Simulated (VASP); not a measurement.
Set up this calculation in VASP 6.6.1, as the native input.

```yaml
Task: single point
Functional: PBEsol
Potentials_or_basis: VASP PAW PBE potentials, release 64 (W_sv)
Cutoff: 520 eV
k_mesh: 14 × 14 × 14
Occupations: fermi-dirac, width 0.05 eV
Spin: no spin polarisation
Dipole_correction: no
Further_INCAR_settings: ALGO = Normal; EDIFF = 1e-06; NBANDS = 13
```

The structure of W lies in POSCAR:

```
W
1.0
    0.0000000000      2.0300000000      1.9894000000
    2.0300000000      0.0000000000      1.9894000000
    2.0300000000      2.0300000000      0.0000000000
W
1
Direct
    0.0000000000      0.0000000000      0.0000000000
```

This cell differs from its parent crystal: zz strain of -2 %.

These files were run (other wordings do the same):

INCAR

```
SYSTEM = W
PREC = Accurate ; ENCUT = 520
EDIFF = 1E-6 ; ISMEAR = -1
SIGMA = 0.05 ; LREAL = .False.
LASPH = .True. ; NELM = 100
ALGO = Normal ; ISIF = 2
LWAVE = .False. ; LCHARG = .False.
GGA = PS ; NBANDS = 13
```

KPOINTS

```
regular mesh
0
Gamma
  14 14 14
  0 0 0
```

Potentials or basis: VASP PAW PBE potentials, release 64 (W_sv).

Launch:

```bash
$ cat potpaw_PBE.64/W_sv/POTCAR > POTCAR
$ mpirun -np 1 vasp_std > vasp.out
```

It gave:

```json
{
  "Pressure": "-6.9 GPa",
  "Band gap on the k mesh": "zero (bands 7 and 8 overlap by 3.86 eV)"
}
```

Caveat: the cell differs from its parent crystal (zz strain of -2 %); the cell stands under tension; the PAW data sets were made with another functional, which shifts forces and pressure a little; spin-orbit coupling is left out, which moves the levels of the heavy elements.

Run time: 52 s on 1 thread of Intel Xeon 8259CL (shared host), peak memory 0.18 GiB.
